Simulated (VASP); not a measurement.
Here is a VASP 6.6.1 calculation.

The input POSCAR:

```
AlN
1.0
    0.0000000000      2.1848999340      2.1848999340
    2.1848999340      0.0000000000      2.1848999340
    2.1848999340      2.1848999340      0.0000000000
Al N
1 1
Direct
    0.0000000000      0.0000000000      0.0000000000
    0.2500000000      0.2500000000      0.2500000000
```

The input INCAR.step1:

```
  PREC = Accurate
  ENCUT = 600
  ISMEAR = 0
  SIGMA = 0.01
  LREAL = False
  LASPH = True
  NELM = 80
  GGA = PE
  ALGO = Normal
  EDIFF = 1E-4
  LWAVE = True
  LCHARG = False
```

INCAR.step2

```
  PREC = Accurate
  ENCUT = 600
  EDIFF = 1E-7
  ISMEAR = 0
  SIGMA = 0.01
  LREAL = False
  LASPH = True
  NELM = 80
  ALGO = Normal
  ISIF = 3
  LWAVE = False
  LCHARG = False
  METAGGA = R2SCAN
  LMIXTAU = True
  IBRION = 2
  NSW = 100
  EDIFFG = -0.002
  PSTRESS = 40.0
  ISTART = 1
```

Contents of KPOINTS:

```
Automatic mesh
0
Gamma
  8 8 8
```

Potentials or basis: VASP PAW PBE potentials, release 64 (Al, N).

Run with:

```sh
$ cat potpaw_PBE.64/Al/POTCAR potpaw_PBE.64/N/POTCAR > POTCAR
$ cp INCAR.step1 INCAR
$ mpirun -np 1 vasp_std > vasp.out
$ cp INCAR.step2 INCAR
$ mpirun -np 1 vasp_std > vasp.out
```

Problem. Estimate the relaxed cell.

Solution. a = 3.070 Å, b = 3.070 Å, c = 3.070 Å, α = 60.00°, β = 60.00°, γ = 60.00°.

Problem. Estimate the band gap on the k mesh.

Solution. 3.95 eV, indirect (least direct gap 5.07 eV).

Final structure:
```
Al N
1.0
     0.00000    2.17054    2.17054
     2.17054    0.00000    2.17054
     2.17054    2.17054    0.00000
Al N
1 1
Cartesian
  4.3411 2.1705 2.1705
  1.0853 1.0853 1.0853
```

Caveat: the cell is relaxed towards a set pressure, so the enthalpy falls and the energy may rise; the PAW data sets were made with another functional, which shifts forces and pressure a little. r2SCAN opens gaps a little over a GGA but as a rule still falls short of measured ones.
